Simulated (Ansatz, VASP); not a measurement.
CoW2: VASP beside Ansatz

```
Co W
1.0
     2.73439    0.00000    0.00000
    -1.36720    2.36805    0.00000
     0.00000    0.00000   13.93601
Co W
2 4
Cartesian
  0.0000 1.5787 10.4520
  1.3672 0.7894 3.4840
  0.0000 1.5787 1.1613
  0.0000 1.5787 5.8067
  1.3672 0.7894 8.1293
  1.3672 0.7894 12.7747
```

Alike in both runs: task single point; functional PBE; k mesh 6 × 6 × 2; occupations gaussian, width 0.1 eV; collinear spin.

```csv
,VASP,Ansatz
version,VASP 6.6.1,Ansatz 0.2.0
potentials or method,"VASP PAW PBE potentials, release 64 (Co_sv, W_sv), cutoff 600 eV","scalar-relativistic, plane waves, PAW"
valence electrons in the cell,90,90
```

Ansatz gave:

- gap on the k mesh at the Fermi level (eV): none
- pressure (GPa): -1.3
- traceless stress, the component that is largest in VASP (GPa): -4.30
- rms of the force components (eV/Å): 1.297
- net moment per atom (μB): 0.31
- size of the moment on the site where the two differ most (μB): 0.99

Which values does VASP return?

gap on the k mesh at the Fermi level (eV): none; pressure (GPa): -1.7; traceless stress, the component that is largest in VASP (GPa): -4.47; rms of the force components (eV/Å): 1.309; net moment per atom (μB): 0.31; size of the moment on the site where the two differ most (μB): 0.97.

Site moments also hang on the region over which each program counts them. Atom by atom the forces differ by 0.012 eV/Å (rms over components). A gap of «none» marks a metal or a gap that the smearing closes.

The k mesh is coarse, so the values compare programs but aren't converged. Neither program's run includes spin-orbit coupling.
